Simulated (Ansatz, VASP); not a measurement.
**SrTiO3: VASP beside Ansatz**

The input INCAR:

```
  ALGO = Normal
  EDIFF = 1E-6
  ENCUT = 520
  GGA = PE
  ISIF = 2
  ISMEAR = 0
  LASPH = True
  LCHARG = True
  LELF = True
  LREAL = False
  LVHAR = True
  LWAVE = False
  NBANDS = 28
  NELM = 60
  PREC = Accurate
  SIGMA = 0.02
```

Contents of KPOINTS:

```
k-points
0
Gamma
  8 8 8
```

Contents of POSCAR:

```
SrTiO3
1.0
    4.0136929381      0.0000000000      0.0000000000
    0.0000000000      4.0136929381      0.0000000000
    0.0000000000      0.0000000000      4.0136929381
Sr Ti O
1 1 3
Direct
    0.0000000000      0.0000000000      0.0000000000
    0.5000000000      0.5000000000      0.5000000000
    0.0000000000      0.5000000000      0.5000000000
    0.5000000000      0.0000000000      0.5000000000
    0.5000000000      0.5000000000      0.0000000000
```

Input for Ansatz:

```yaml
crystal:
  lattice:
    - [4.0136929381, 0.0, 0.0]
    - [0.0, 4.0136929381, 0.0]
    - [0.0, 0.0, 4.0136929381]
  atoms:
    - { symbol: Sr, position: [0.0, 0.0, 0.0] }
    - { symbol: Ti, position: [0.5, 0.5, 0.5] }
    - { symbol: O, position: [0.0, 0.5, 0.5] }
    - { symbol: O, position: [0.5, 0.0, 0.5] }
    - { symbol: O, position: [0.5, 0.5, 0.0] }
basis:
  ecutwfc: 420
kpoints:
  mp_grid: { grid: [8, 8, 8] }
hamiltonian:
  xc: pbe
scf:
  occupations: { method: gaussian, width: 0.02 }
output:
  forces: true
  stress: true
  eigenvalues: true
  write_density: true
  write_potential: true
  elf: true
  volumetric_format: npy
```

Alike in both runs: task single point; functional PBE; k mesh 8 × 8 × 8; occupations gaussian, width 0.02 eV; no spin polarisation.

|  | VASP | Ansatz |
| --- | --- | --- |
| version | VASP 6.6.1 | Ansatz 0.2.0 |
| potentials or method | VASP PAW PBE potentials, release 64 (Sr_sv, Ti_sv, O), cutoff 520 eV | scalar-relativistic, plane waves, PAW |
| valence electrons in the cell | 40 | 40 |

Ansatz gave:

```
gap on the k mesh at the Fermi level (eV) : 1.73
least direct gap on the mesh (eV)         : 2.11
pressure (GPa)                            : -8.7
```

Q: What did VASP give for the same quantities?

A: gap on the k mesh at the Fermi level (eV): 1.70; least direct gap on the mesh (eV): 2.09; pressure (GPa): -8.2.
